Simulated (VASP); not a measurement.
Rb: single point with LDA

Crystal: Rb.

```
Rb
1.0
     0.00000    3.63988    3.63988
     3.63988    0.00000    3.63988
     3.63988    3.63988    0.00000
Rb
1
Direct
  0.00000 0.00000 0.00000
```

This isn't the form of Rb at room conditions, which is bcc.

```json
{"Program": "VASP 6.6.1", "Task": "single point", "Functional": "LDA", "Potentials or basis": "VASP PAW LDA potentials, release 64 (Rb_sv)", "Cutoff": "500 eV", "k mesh": "7 × 7 × 7", "Occupations": "fermi-dirac, width 0.05 eV", "Spin": "no spin polarisation"}
```

| Property | Result |
| --- | --- |
| Pressure | -0.5 GPa |
| Band gap on the k mesh | zero (an odd number of electrons rules out a gap without spin polarisation) |

Levels at points of the mesh, in eV from the Fermi level:
```
           k point  band 1  band 2  band 3  band 4  band 5  band 6  band 7  band 8  band 9  band 10
(0.00, 0.00, 0.00)  -28.89  -13.00  -13.00  -13.00   -1.97    3.40    3.40    3.40    4.64     4.64
```

It took 9 s on 1 thread of Intel(R) Xeon(R) 6975P-C (Granite Rapids) (shared host), peak memory 0.18 GiB.
